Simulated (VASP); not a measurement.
# ScZn (Pm-3m) in VASP: density of states with LDA

Aim: the density of states of ScZn with LDA.

Program: VASP 6.6.1. These are calculated values, not measurements. Logs are shortened: lines on timing, memory, paths and dates and some standing lists are left out, and cuts for length are marked.

**1. The cell of the first run**

Symmetry: Pm-3m, No. 221, cubic system. Conventional cell: a = 3.256 Å, b = 3.256 Å, c = 3.256 Å, α = 90.00°, β = 90.00°, γ = 90.00°. Sc (site symmetry m-3m) has 8 Zn at 2.82 Å and 6 Sc at 3.26 Å within 3.7 Å. Zn (site symmetry m-3m) has 8 Sc at 2.82 Å and 6 Zn at 3.26 Å within 3.7 Å.

**2. Density of states, LDA**

POSCAR reads:

```
ScZn
1.0
    3.2564884475      0.0000000000      0.0000000000
    0.0000000000      3.2564884475      0.0000000000
    0.0000000000      0.0000000000      3.2564884475
Sc Zn
1 1
Direct
    0.0000000000      0.0000000000      0.0000000000
    0.5000000000      0.5000000000      0.5000000000
```

INCAR.step1 reads:

```
SYSTEM = ScZn
PREC = Accurate
ENCUT = 520
EDIFF = 1E-6
ISMEAR = -1
SIGMA = 0.1
LREAL = .False.
LASPH = .True.
NELM = 60
ALGO = Normal
ISIF = 2
LWAVE = .False.
LCHARG = .True.
LMAXMIX = 4
GGA = CA
NBANDS = 18
```

KPOINTS.step1 reads:

```
Automatic mesh
0
Gamma
  9 9 9
  0 0 0
```

INCAR.step2 reads:

```
SYSTEM = ScZn
PREC = Accurate
ENCUT = 520
EDIFF = 1E-6
ISMEAR = -5
SIGMA = 0.1
LREAL = .False.
LASPH = .True.
NELM = 60
ALGO = Normal
ISIF = 2
LWAVE = .False.
LCHARG = .False.
LMAXMIX = 4
GGA = CA
LORBIT = 11
NBANDS = 18
NEDOS = 1001
ICHARG = 11
```

KPOINTS.step2 reads:

```
Automatic mesh
0
Gamma
  14 14 14
  0 0 0
```

Potentials or basis: VASP PAW LDA potentials, release 64 (Sc_sv, Zn).

The run is started by

```
> cat potpaw_LDA.64/Sc_sv/POTCAR potpaw_LDA.64/Zn/POTCAR > POTCAR
> cp INCAR.step1 INCAR
> cp KPOINTS.step1 KPOINTS
> mpirun -np 1 vasp_std > vasp.out
> cp INCAR.step2 INCAR
> cp KPOINTS.step2 KPOINTS
> mpirun -np 1 vasp_std > vasp.out
```

OUTCAR:

```text
SYSTEM = ScZn
   PREC = Accurate
   ENCUT = 520
   EDIFF = 1E-6
   ISMEAR = -5
   LREAL = .False.
   LASPH = .True.
   NELM = 60
   ISIF = 2
   GGA = CA
   LORBIT = 11
   ICHARG = 11

 ion  position               nearest neighbor table
   1  0.000  0.000  0.000-   2 2.82   2 2.82   2 2.82   2 2.82   2 2.82   2 2.82   2 2.82   2 2.82

   2  0.500  0.500  0.500-   1 2.82   1 2.82   1 2.82   1 2.82   1 2.82   1 2.82   1 2.82   1 2.82

  LATTYP: Found a simple cubic cell.
 ALAT       =     3.2564884475

  Lattice vectors:

 A1 = (   3.2564884475,   0.0000000000,   0.0000000000)
 A2 = (   0.0000000000,   3.2564884475,   0.0000000000)
 A3 = (   0.0000000000,   0.0000000000,   3.2564884475)

Analysis of symmetry for initial positions (statically):
=====================================================================
 Subroutine PRICEL returns:
 Original cell was already a primitive cell.

 Routine SETGRP: Setting up the symmetry group for a
 simple cubic supercell.

 Subroutine GETGRP returns: Found 48 space group operations
 (whereof 48 operations were pure point group operations)
 out of a pool of 48 trial point group operations.

The static configuration has the point symmetry O_h .

Analysis of symmetry for dynamics (positions and initial velocities):
=====================================================================
 Subroutine PRICEL returns:
 Original cell was already a primitive cell.

 Routine SETGRP: Setting up the symmetry group for a
 simple cubic supercell.

 Subroutine GETGRP returns: Found 48 space group operations
 (whereof 48 operations were pure point group operations)
 out of a pool of 48 trial point group operations.

The dynamic configuration has the point symmetry O_h .

 Subroutine INISYM returns: Found 48 space group operations
 (whereof 48 operations are pure point group operations),
 and found     1 'primitive' translations

----------------------------------------------------------------------------------------

                                     Primitive cell

  volume of cell :      34.5341

  direct lattice vectors                    reciprocal lattice vectors
     3.256488448  0.000000000  0.000000000     0.307079241  0.000000000  0.000000000
     0.000000000  3.256488448  0.000000000     0.000000000  0.307079241  0.000000000
     0.000000000  0.000000000  3.256488448     0.000000000  0.000000000  0.307079241

  length of vectors
     3.256488448  3.256488448  3.256488448     0.307079241  0.307079241  0.307079241

  position of ions in fractional coordinates (direct lattice)
     0.000000000  0.000000000  0.000000000
     0.500000000  0.500000000  0.500000000

  ion indices of the primitive-cell ions
   primitive index   ion index
                 1           1
                 2           2

----------------------------------------------------------------------------------------

 KPOINTS: Automatic mesh

Automatic generation of k-mesh.
 Grid dimensions read from file:
 generate k-points for:   14   14   14

 Generating k-lattice:

  Cartesian coordinates                     Fractional coordinates (reciprocal lattice)
     0.021934231  0.000000000  0.000000000     0.071428571  0.000000000  0.000000000
     0.000000000  0.021934231  0.000000000     0.000000000  0.071428571  0.000000000
     0.000000000  0.000000000  0.021934231     0.000000000  0.000000000  0.071428571

  Length of vectors
     0.021934231  0.021934231  0.021934231

  Shift w.r.t. Gamma in fractional coordinates (k-lattice)
     0.000000000  0.000000000  0.000000000

 TETIRR: Found   1360 inequivalent tetrahedra from    16464

 Subroutine IBZKPT returns following result:
 ===========================================

 Found    120 irreducible k-points:

 Following reciprocal coordinates:
            Coordinates               Weight
  0.000000  0.000000  0.000000      1.000000
  0.071429  0.000000  0.000000      6.000000
  0.142857  0.000000  0.000000      6.000000
  0.214286  0.000000  0.000000      6.000000
  0.285714  0.000000  0.000000      6.000000
  0.357143  0.000000  0.000000      6.000000
[... 16 lines left out ...]
  0.285714  0.214286  0.000000     24.000000
  0.357143  0.214286  0.000000     24.000000
 [... further k-points ...]
   k-points           NKPTS =    120   k-points in BZ     NKDIM =    120   number of bands    NBANDS=     18
   number of dos      NEDOS =   1001   number of ions     NIONS =      2
   total plane-waves  NPLWV =  13824
   dimension x,y,z NGX =    24 NGY =   24 NGZ =   24
   dimension x,y,z NGXF=    48 NGYF=   48 NGZF=   48
   ions per type =               1   1
   NGX,Y,Z   is equivalent  to a cutoff of  12.25, 12.25, 12.25 a.u.
   NGXF,Y,Z  is equivalent  to a cutoff of  24.50, 24.50, 24.50 a.u.
 SYSTEM =  ScZn
   PREC   = accura    normal or accurate (medium, high low for compatibility)
   ISTART =      0    job   : 0-new  1-cont  2-samecut
   ICHARG =     11    charge: 1-file 2-atom 10-const
   ISPIN  =      1    spin polarized calculation?
   LNONCOLLINEAR =      F non collinear calculations
   LSORBIT =      F    spin-orbit coupling
   LASPH  =      T    aspherical Exc in radial PAW
   ENCUT  =  520.0 eV  38.22 Ry    6.18 a.u.   6.05  6.05  6.05*2*pi/ulx,y,z
   NELM   =     60;   NELMIN=  2; NELMDL=  0     # of ELM steps
   EDIFF  = 0.1E-05   stopping-criterion for ELM
   LREAL  =      F    real-space projection
   EDIFFG = 0.1E-04   stopping-criterion for IOM
   NSW    =      0    number of steps for IOM
   IBRION =     -1    ionic relax: 0-MD 1-quasi-New 2-CG
   NFREE  =      0    steps in history (QN), initial steepest desc. (CG)
   ISIF   =      2    stress and relaxation
   ISYM   =      2    0-nonsym 1-usesym 2-fastsym
   POTIM  = 0.5000    time-step for ionic-motion
   TEBEG  =    0.0;   TEEND  =   0.0 temperature during run
   PSTRESS=    0.0 pullay stress
   NELECT =      23.0000    total number of electrons
   NUPDOWN=      -1.0000    fix difference up-down
   EMIN   =  10.00;   EMAX   =-10.00  energy-range for DOS
   EFERMI =   0.00;   METHOD = LEGACY
   ISMEAR =    -5;   SIGMA  =   0.10  broadening in eV -4-tet -1-fermi 0-gaus
   EFERMI_NEDOS =   21; number of points for ismear=-14 and -15
   IALGO  =     38    algorithm
   IMIX   =      4    mixing-type and parameters
     AMIX     =   0.40;   BMIX     =  1.00
     AMIX_MAG =   1.60;   BMIX_MAG =  1.00
  volume/ion in A,a.u.               =      17.27       116.52
  Fermi-wavevector in a.u.,A,eV,Ry     =   1.429666  2.701677 27.809556  2.043945
  Thomas-Fermi vector in A             =   2.549595
   LORBIT       =     11    0 simple, 1 ext, 2 COOP (PROOUT), +10 PAW based schemes
   GGA     = CA    functional components
   LHFCALC =     F    Hartree Fock is set to
   AEXX    =    0.0000 exact exchange contribution
   IVDW    =     0    specifies the selected vdW correction
   LEPSILON=     F    determine dielectric tensor
   LRPA    =     F    only Hartree local field effects (RPA)
 non-spin polarized calculation
 Fermi weights with tetrahedron method with Bloechl corrections
  energy-cutoff  :      520.00
  volume of cell :       34.53
 maximum number of plane-waves:       952

 number of electron      23.0000001 magnetization

 Free energy of the ion-electron system (eV)
  ---------------------------------------------------
  ext. energy  EPLUGINS =         0.00000000
  ---------------------------------------------------
  free energy    TOTEN  =        -9.39894455 eV

  energy without entropy =       -9.39894455  energy(sigma->0) =       -9.39894455

 E-fermi :   3.9607     XC(G=0): -11.5082

 val. band max:        4.0157909122   @ k =   0.1429   0.1429   0.1429
 cond. band min:       3.9984974535   @ k =   0.2857   0.2143   0.0000
 fundamental gap:     -0.0172934587
 Fermi energy:         3.9606791999

 k-point     1 :       0.0000    0.0000    0.0000
  band No.  band energies     occupation
      1     -44.8405      2.00000
      2     -23.7212      2.00000
      3     -23.7212      2.00000
      4     -23.7212      2.00000
      5      -3.9697      2.00000
      6      -3.4610      2.00000
[... 10 lines left out ...]
     17       9.7551      0.00000
     18       9.7551      0.00000

 k-point     2 :       0.0714    0.0000    0.0000
  band No.  band energies     occupation
      1     -44.8394      2.00000
      2     -23.7339      2.00000
      3     -23.7201      2.00000
      4     -23.7201      2.00000
      5      -3.8878      2.00000
      6      -3.4556      2.00000
[... 10 lines left out ...]
     17      10.0071      0.00000
     18      10.0071      0.00000

 k-point     3 :       0.1429    0.0000    0.0000
  band No.  band energies     occupation
      1     -44.8361      2.00000
      2     -23.7695      2.00000
      3     -23.7172      2.00000
      4     -23.7172      2.00000
      5      -3.6550      2.00000
      6      -3.4406      2.00000
[... 10 lines left out ...]
     17      10.6250      0.00000
     18      10.6250      0.00000

 k-point     4 :       0.2143    0.0000    0.0000
  band No.  band energies     occupation
      1     -44.8314      2.00000
      2     -23.8205      2.00000
      3     -23.7130      2.00000
      4     -23.7130      2.00000
      5      -3.4288      2.00000
      6      -3.4187      2.00000
[... 375 lines left out ...]
      4     -23.7044      2.00000
      5      -3.3873      2.00000
      6      -3.2609      2.00000
[... 10 lines left out ...]
     17       9.7044      0.00000
     18      12.4933      0.00000

 k-point    23 :       0.2857    0.2143    0.0000
  band No.  band energies     occupation
      1     -44.8172      2.00000
      2     -23.8642      2.00000
      3     -23.8026      2.00000
      4     -23.6996      2.00000
      5      -3.3704      2.00000
      6      -3.2778      2.00000
[... 10 lines left out ...]
     17      10.0429      0.00000
     18      13.1246      0.00000

 k-point    24 :       0.3571    0.2143    0.0000
  band No.  band energies     occupation
      1     -44.8125      2.00000
      2     -23.9125      2.00000
      3     -23.7971      2.00000
      4     -23.6952      2.00000
      5      -3.3559      2.00000
      6      -3.2978      2.00000
[... 10 lines left out ...]
     17      10.5908      0.00000
     18      13.7857      0.00000

 [... further k-points ...]
[... 5 lines left out ...]
  --------------------------------------------------------------------------------------
  -------------------------------------------------------------------------------------
  Total        0.0084145      0.0084145      0.0084145      0.0000000     -0.0000000      0.0000000
  in kB        0.3903811      0.3903811      0.3903811      0.0000000     -0.0000000      0.0000000
  external PRESSURE =       0.3903811 kB  Pullay stress =       0.0000000 kB

 VOLUME and BASIS-vectors are now :
 -----------------------------------------------------------------------------
  energy-cutoff  :      520.00
  volume of cell :       34.53
      direct lattice vectors                 reciprocal lattice vectors
     3.256488448  0.000000000  0.000000000     0.307079241  0.000000000  0.000000000
     0.000000000  3.256488448  0.000000000     0.000000000  0.307079241  0.000000000
     0.000000000  0.000000000  3.256488448     0.000000000  0.000000000  0.307079241

 POSITION                                       TOTAL-FORCE (eV/Angst)
 -----------------------------------------------------------------------------------
      0.00000      0.00000      0.00000         0.000000      0.000000      0.000000
      1.62824      1.62824      1.62824         0.000000      0.000000      0.000000
 -----------------------------------------------------------------------------------
    total drift:                                0.000000      0.000000     -0.000000

  FREE ENERGIE OF THE ION-ELECTRON SYSTEM (eV)
  ---------------------------------------------------
  free  energy   TOTEN  =        -9.3989445547 eV

  energy  without entropy=       -9.3989445547  energy(sigma->0) =       -9.39894455

 total charge

# of ion       s       p       d       tot
------------------------------------------
    1        2.238   6.164   1.071   9.473
    2        0.695   0.542   9.680  10.916
--------------------------------------------------
tot          2.932   6.705  10.751  20.389
```

Run time: 47 s. Hardware: 1 thread of Intel Xeon 8259CL, shared host; peak memory 0.19 GiB.

What came out:

```
Valence electrons inside the program's atomic spheres : Sc 9.47; Zn 10.92
```

Levels at points of the mesh, in eV from the Fermi level:
```tsv
k point	band 8	band 9	band 10	band 11	band 12	band 13	band 14	band 15	band 16	band 17
(0.00, 0.00, 0.00)	-7.07	-7.07	-7.07	0.07	0.07	3.19	3.19	3.19	5.79	5.79
(0.50, 0.00, 0.00)	-7.14	-7.04	-4.46	-3.74	0.34	1.27	1.27	3.21	4.28	10.21
(0.50, 0.50, 0.00)	-7.21	-6.87	-3.72	-0.51	-0.51	0.32	2.30	2.30	3.99	5.86
(0.50, 0.50, 0.50)	-6.86	-6.86	-1.87	-1.87	-1.87	1.00	4.06	4.06	5.54	5.54
```

Caveat: tetrahedron occupations give inexact forces and stress in metals.
